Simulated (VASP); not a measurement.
# Pb2O (Pn-3m) in VASP: further runs

The runs below take Pb2O through single point, with PBEsol.

Program: VASP 6.6.1. These are calculated values, not measurements. Logs are shortened: lines on timing, memory, paths and dates and some standing lists are left out, and cuts for length are marked.

**1. The cell of the first run**

It takes space group Pn-3m (No. 224, cubic). Conventional cell: a = 5.059 Å, b = 5.059 Å, c = 5.059 Å, α = 90.00°, β = 90.00°, γ = 90.00°. Pb (site symmetry -3m) has 2 O at 2.19 Å within 2.9 Å. Within 2.9 Å of O (site symmetry -43m) lie 4 Pb at 2.19 Å.

**2. Single point, PBEsol**

INCAR

```
PREC     = Accurate       # precision mode
ENCUT    = 520            # plane-wave cutoff, eV
EDIFF    = 1E-6           # SCF threshold, eV
ISMEAR   = 0              # smearing method
SIGMA    = 0.1            # smearing width, eV
LREAL    = False          # projectors in reciprocal space
LASPH    = True           # aspherical terms in the spheres
NELM     = 80             # most SCF steps
ALGO     = Normal         # electronic algorithm
ISIF     = 2              # what is computed and relaxed
LWAVE    = False          # write WAVECAR
LCHARG   = False          # write CHGCAR
GGA      = PS             # functional
NBANDS   = 43             # bands
```

KPOINTS

```
regular mesh
0
Gamma
  8 8 8
```

POSCAR

```
Pb2O
1.0
    5.0586898058      0.0000000000      0.0000000000
    0.0000000000      5.0586898058      0.0000000000
    0.0000000000      0.0000000000      5.0586898058
Pb O
4 2
Direct
    0.2500000000      0.2500000000      0.2500000000
    0.7500000000      0.7500000000      0.2500000000
    0.2500000000      0.7500000000      0.7500000000
    0.7500000000      0.2500000000      0.7500000000
    0.0000000000      0.0000000000      0.0000000000
    0.5000000000      0.5000000000      0.5000000000
```

Potentials or basis: VASP PAW PBE potentials, release 64 (Pb_d, O).

The run is started by

```console
$ cat potpaw_PBE.64/Pb_d/POTCAR potpaw_PBE.64/O/POTCAR > POTCAR
$ mpirun -np 1 vasp_std > vasp.out
```

OUTCAR:

```text
PREC = Accurate
   ENCUT = 520
   EDIFF = 1E-6
   ISMEAR = 0
   LREAL = False
   LASPH = True
   NELM = 80
   ISIF = 2
   GGA = PS

 ion  position               nearest neighbor table
   1  0.250  0.250  0.250-   5 2.19   6 2.19   4 3.58   2 3.58   3 3.58   3 3.58   4 3.58   2 3.58
                             3 3.58   3 3.58   2 3.58   4 3.58   4 3.58   2 3.58
   2  0.750  0.750  0.250-   5 2.19   6 2.19   4 3.58   1 3.58   3 3.58   3 3.58   4 3.58   1 3.58
                             4 3.58   4 3.58   1 3.58   3 3.58   3 3.58   1 3.58
   3  0.250  0.750  0.750-   5 2.19   6 2.19   4 3.58   1 3.58   2 3.58   1 3.58   2 3.58   1 3.58
                             4 3.58   1 3.58   2 3.58   4 3.58   2 3.58   4 3.58
   4  0.750  0.250  0.750-   5 2.19   6 2.19   3 3.58   1 3.58   2 3.58   1 3.58   2 3.58   2 3.58
                             3 3.58   2 3.58   1 3.58   3 3.58   1 3.58   3 3.58
   5  0.000  0.000  0.000-   1 2.19   2 2.19   3 2.19   4 2.19
   6  0.500  0.500  0.500-   1 2.19   2 2.19   3 2.19   4 2.19

  LATTYP: Found a simple cubic cell.
 ALAT       =     5.0586898058

  Lattice vectors:

 A1 = (   5.0586898058,   0.0000000000,   0.0000000000)
 A2 = (   0.0000000000,   5.0586898058,   0.0000000000)
 A3 = (   0.0000000000,   0.0000000000,   5.0586898058)

Analysis of symmetry for initial positions (statically):
=====================================================================
 Subroutine PRICEL returns:
 Original cell was already a primitive cell.

 Routine SETGRP: Setting up the symmetry group for a
 simple cubic supercell.

 Subroutine GETGRP returns: Found 48 space group operations
 (whereof 24 operations were pure point group operations)
 out of a pool of 48 trial point group operations.

The static configuration has the point symmetry T_d .
 The point group associated with its full space group is O_h .

Analysis of symmetry for dynamics (positions and initial velocities):
=====================================================================
 Subroutine PRICEL returns:
 Original cell was already a primitive cell.

 Routine SETGRP: Setting up the symmetry group for a
 simple cubic supercell.

 Subroutine GETGRP returns: Found 48 space group operations
 (whereof 24 operations were pure point group operations)
 out of a pool of 48 trial point group operations.

The dynamic configuration has the point symmetry T_d .
 The point group associated with its full space group is O_h .

 Subroutine INISYM returns: Found 48 space group operations
 (whereof 24 operations are pure point group operations),
 and found     1 'primitive' translations

----------------------------------------------------------------------------------------

                                     Primitive cell

  volume of cell :     129.4536

  direct lattice vectors                    reciprocal lattice vectors
     5.058689806  0.000000000  0.000000000     0.197679644  0.000000000  0.000000000
     0.000000000  5.058689806  0.000000000     0.000000000  0.197679644  0.000000000
     0.000000000  0.000000000  5.058689806     0.000000000  0.000000000  0.197679644

  length of vectors
     5.058689806  5.058689806  5.058689806     0.197679644  0.197679644  0.197679644

  position of ions in fractional coordinates (direct lattice)
     0.250000000  0.250000000  0.250000000
     0.750000000  0.750000000  0.250000000
     0.250000000  0.750000000  0.750000000
     0.750000000  0.250000000  0.750000000
     0.000000000  0.000000000  0.000000000
     0.500000000  0.500000000  0.500000000

  ion indices of the primitive-cell ions
   primitive index   ion index
                 1           1
                 2           2
                 3           3
                 4           4
                 5           5
                 6           6

----------------------------------------------------------------------------------------

 KPOINTS: regular mesh

Automatic generation of k-mesh.
 Grid dimensions read from file:
 generate k-points for:    8    8    8

 Generating k-lattice:

  Cartesian coordinates                     Fractional coordinates (reciprocal lattice)
     0.024709956  0.000000000  0.000000000     0.125000000  0.000000000  0.000000000
     0.000000000  0.024709956  0.000000000     0.000000000  0.125000000  0.000000000
     0.000000000  0.000000000  0.024709956     0.000000000  0.000000000  0.125000000

  Length of vectors
     0.024709956  0.024709956  0.024709956

  Shift w.r.t. Gamma in fractional coordinates (k-lattice)
     0.000000000  0.000000000  0.000000000

 Subroutine IBZKPT returns following result:
 ===========================================

 Found     35 irreducible k-points:

 Following reciprocal coordinates:
            Coordinates               Weight
  0.000000  0.000000  0.000000      1.000000
  0.125000  0.000000  0.000000      6.000000
  0.250000  0.000000  0.000000      6.000000
  0.375000  0.000000  0.000000      6.000000
  0.500000  0.000000  0.000000      3.000000
  0.125000  0.125000  0.000000     12.000000
[... 16 lines left out ...]
  0.375000  0.375000  0.125000     24.000000
  0.500000  0.375000  0.125000     24.000000
 [... further k-points ...]
   k-points           NKPTS =     35   k-points in BZ     NKDIM =     35   number of bands    NBANDS=     43
   number of dos      NEDOS =    301   number of ions     NIONS =      6
   total plane-waves  NPLWV =  64000
   dimension x,y,z NGX =    40 NGY =   40 NGZ =   40
   dimension x,y,z NGXF=    80 NGYF=   80 NGZF=   80
   ions per type =               4   2
   NGX,Y,Z   is equivalent  to a cutoff of  13.15, 13.15, 13.15 a.u.
   NGXF,Y,Z  is equivalent  to a cutoff of  26.29, 26.29, 26.29 a.u.
 SYSTEM =  unknown system
   PREC   = accura    normal or accurate (medium, high low for compatibility)
   ISTART =      0    job   : 0-new  1-cont  2-samecut
   ICHARG =      2    charge: 1-file 2-atom 10-const
   ISPIN  =      1    spin polarized calculation?
   LNONCOLLINEAR =      F non collinear calculations
   LSORBIT =      F    spin-orbit coupling
   LASPH  =      T    aspherical Exc in radial PAW
   ENCUT  =  520.0 eV  38.22 Ry    6.18 a.u.   9.41  9.41  9.41*2*pi/ulx,y,z
   NELM   =     80;   NELMIN=  2; NELMDL= -5     # of ELM steps
   EDIFF  = 0.1E-05   stopping-criterion for ELM
   LREAL  =      F    real-space projection
   EDIFFG = 0.1E-04   stopping-criterion for IOM
   NSW    =      0    number of steps for IOM
   IBRION =     -1    ionic relax: 0-MD 1-quasi-New 2-CG
   NFREE  =      0    steps in history (QN), initial steepest desc. (CG)
   ISIF   =      2    stress and relaxation
   ISYM   =      2    0-nonsym 1-usesym 2-fastsym
   POTIM  = 0.5000    time-step for ionic-motion
   TEBEG  =    0.0;   TEEND  =   0.0 temperature during run
   PSTRESS=    0.0 pullay stress
   NELECT =      68.0000    total number of electrons
   NUPDOWN=      -1.0000    fix difference up-down
   EMIN   =  10.00;   EMAX   =-10.00  energy-range for DOS
   EFERMI =   0.00;   METHOD = LEGACY
   ISMEAR =     0;   SIGMA  =   0.10  broadening in eV -4-tet -1-fermi 0-gaus
   EFERMI_NEDOS =   21; number of points for ismear=-14 and -15
   IALGO  =     38    algorithm
   IMIX   =      4    mixing-type and parameters
     AMIX     =   0.40;   BMIX     =  1.00
     AMIX_MAG =   1.60;   BMIX_MAG =  1.00
  volume/ion in A,a.u.               =      21.58       145.60
  Fermi-wavevector in a.u.,A,eV,Ry     =   1.320910  2.496157 23.739474  1.744802
  Thomas-Fermi vector in A             =   2.450702
   LORBIT       =      0    0 simple, 1 ext, 2 COOP (PROOUT), +10 PAW based schemes
   GGA     = PS    functional components
   LHFCALC =     F    Hartree Fock is set to
   AEXX    =    0.0000 exact exchange contribution
   IVDW    =     0    specifies the selected vdW correction
   LEPSILON=     F    determine dielectric tensor
   LRPA    =     F    only Hartree local field effects (RPA)
 non-spin polarized calculation
 Gauss-broadening in eV      SIGMA  =   0.10
  energy-cutoff  :      520.00
  volume of cell :      129.45
 maximum number of plane-waves:      3514
 NGX is ok and might be reduce to    40
   NGX = 19   NGY = 19   NGZ = 19

 number of electron      68.0000025 magnetization

 Free energy of the ion-electron system (eV)
  ---------------------------------------------------
  ext. energy  EPLUGINS =         0.00000000
  ---------------------------------------------------
  free energy    TOTEN  =       -27.57545286 eV

  energy without entropy =      -27.56837045  energy(sigma->0) =      -27.57191166

 E-fermi :   6.6786     XC(G=0): -10.6288

 val. band max:        6.6580528432   @ k =   0.5000   0.5000   0.2500
 cond. band min:       6.7530450046   @ k =   0.3750   0.0000   0.0000
 fundamental gap:      0.0949921615
 Fermi energy:         6.6786117170

 k-point     1 :       0.0000    0.0000    0.0000
  band No.  band energies     occupation
      1     -13.1273      2.00000
      2     -11.6625      2.00000
      3      -9.7201      2.00000
      4      -9.7201      2.00000
      5      -9.6888      2.00000
      6      -9.6888      2.00000
[... 35 lines left out ...]
     42      13.3747      0.00000
     43      13.3750      0.00000

 k-point     2 :       0.1250    0.0000    0.0000
  band No.  band energies     occupation
      1     -13.0892      2.00000
      2     -11.7594      2.00000
      3      -9.7126      2.00000
      4      -9.7063      2.00000
      5      -9.6754      2.00000
      6      -9.6754      2.00000
[... 35 lines left out ...]
     42      12.9182      0.00000
     43      13.5136      0.00000

 k-point     3 :       0.2500    0.0000    0.0000
  band No.  band energies     occupation
      1     -12.9767      2.00000
      2     -11.9947      2.00000
      3      -9.6915      2.00000
      4      -9.6664      2.00000
      5      -9.6379      2.00000
      6      -9.6379      2.00000
[... 919 lines left out ...]
      6      -9.5946      2.00000
[... 35 lines left out ...]
     42      13.1861      0.00000
     43      14.4631      0.00000

 k-point    24 :       0.5000    0.3750    0.1250
  band No.  band energies     occupation
      1     -12.7697      2.00000
      2     -12.3086      2.00000
      3      -9.6172      2.00000
      4      -9.6156      2.00000
      5      -9.5834      2.00000
      6      -9.5709      2.00000
[... 35 lines left out ...]
     42      13.1182      0.00000
     43      14.8121      0.00000

 [... further k-points ...]

------------------------ aborting loop because EDIFF is reached ----------------------------------------

  FORCE on cell =-STRESS in cart. coord.  units (eV):
  Direction    XX          YY          ZZ          XY          YZ          ZX
  --------------------------------------------------------------------------------------
  -------------------------------------------------------------------------------------
  Total       12.1856456     12.1856456     12.1856456      0.0000000      0.0000000     -0.0000000
  in kB      150.8151528    150.8151528    150.8151528      0.0000000      0.0000000     -0.0000000
  external PRESSURE =     150.8151528 kB  Pullay stress =       0.0000000 kB

 VOLUME and BASIS-vectors are now :
 -----------------------------------------------------------------------------
  energy-cutoff  :      520.00
  volume of cell :      129.45
      direct lattice vectors                 reciprocal lattice vectors
     5.058689806  0.000000000  0.000000000     0.197679644  0.000000000  0.000000000
     0.000000000  5.058689806  0.000000000     0.000000000  0.197679644  0.000000000
     0.000000000  0.000000000  5.058689806     0.000000000  0.000000000  0.197679644

 POSITION                                       TOTAL-FORCE (eV/Angst)
 -----------------------------------------------------------------------------------
      1.26467      1.26467      1.26467         0.000000     -0.000000     -0.000000
      3.79402      3.79402      1.26467        -0.000000      0.000000     -0.000000
      1.26467      3.79402      3.79402         0.000000     -0.000000      0.000000
      3.79402      1.26467      3.79402         0.000000      0.000000      0.000000
      0.00000      0.00000      0.00000        -0.000000     -0.000000      0.000000
      2.52934      2.52934      2.52934        -0.000000     -0.000000      0.000000
 -----------------------------------------------------------------------------------
    total drift:                                0.000000      0.000000     -0.000000

  FREE ENERGIE OF THE ION-ELECTRON SYSTEM (eV)
  ---------------------------------------------------
  free  energy   TOTEN  =       -27.5754528638 eV

  energy  without entropy=      -27.5683704506  energy(sigma->0) =      -27.57191166
```

It took 2.4 min on 1 thread of AMD EPYC 9R14 (Zen 4), shared host; peak memory 0.29 GiB.

What came out:

```yaml
Free_energy: -27.5755 eV
Pressure: 15.1 GPa
Band_gap_on_the_k_mesh: zero (bands 34 and 35 overlap by 0.89 eV)
```

Caveat: the cell stands under pressure; the PAW data sets were made with another functional, which shifts forces and pressure a little; spin-orbit coupling is left out, which moves the levels of the heavy elements.

(Continued in part 2 of 2.)
